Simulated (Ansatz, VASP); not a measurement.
Two plane-wave programs on PbS

The input INCAR:

```
PREC     = Accurate       # precision mode
ENCUT    = 520            # plane-wave cutoff, eV
EDIFF    = 1E-7           # SCF threshold, eV
ISMEAR   = 0              # smearing method
SIGMA    = 0.01           # smearing width, eV
LREAL    = False          # projectors in reciprocal space
LASPH    = True           # aspherical terms in the spheres
NELM     = 60             # most SCF steps
ALGO     = Normal         # electronic algorithm
ISIF     = 2              # what is computed and relaxed
LWAVE    = False          # write WAVECAR
LCHARG   = True           # write CHGCAR
GGA      = PS             # functional
LELF     = True           # ELF
LVHAR    = True         
NBANDS   = 17             # bands
```

Contents of KPOINTS:

```
regular mesh
0
Gamma
  6 6 6
```

Contents of POSCAR:

```
PbS
1.0
    4.1942040000      0.0000000000      0.0000000000
    2.0971020000      3.6322872127      0.0000000000
    2.0971020000      1.2107624042      3.4245532257
Pb S
1 1
Direct
    0.0000000000      0.0000000000      0.0000000000
    0.5000000000      0.5000000000      0.5000000000
```

Input for Ansatz:

```yaml
crystal:
  lattice:
    a: 4.194204
    b: 4.194204
    c: 4.194204
    alpha: 60.0
    beta: 60.0
    gamma: 60.0
  atoms:
    - { symbol: Pb, position: [0.0, 0.0, 0.0] }
    - { symbol: S, position: [0.5, 0.5, 0.5] }
kpoints:
  mp_grid:
    grid: [6, 6, 6]
hamiltonian:
  xc: pbesol
scf:
  occupations:
    method: fixed
output:
  eigenvalues: true
```

Alike in both runs: task single point; functional PBEsol; k mesh 6 × 6 × 6; no spin polarisation.

```csv
,VASP,Ansatz
version,VASP 6.6.1,Ansatz 0.2.0
potentials or method,"VASP PAW PBE potentials, release 64 (Pb_d, S)","plane waves, PAW"
plane-wave cutoff (eV),520,420
occupations,"gaussian, width 0.01 eV",fixed
valence electrons in the cell,20,20
```

```tsv
	VASP	Ansatz	Ansatz less VASP
gap on the k mesh at the Fermi level (eV)	0.26	0.25	-0.006
```

VASP's potentials were made for PBE, not for PBEsol.

Spin-orbit coupling is off throughout.
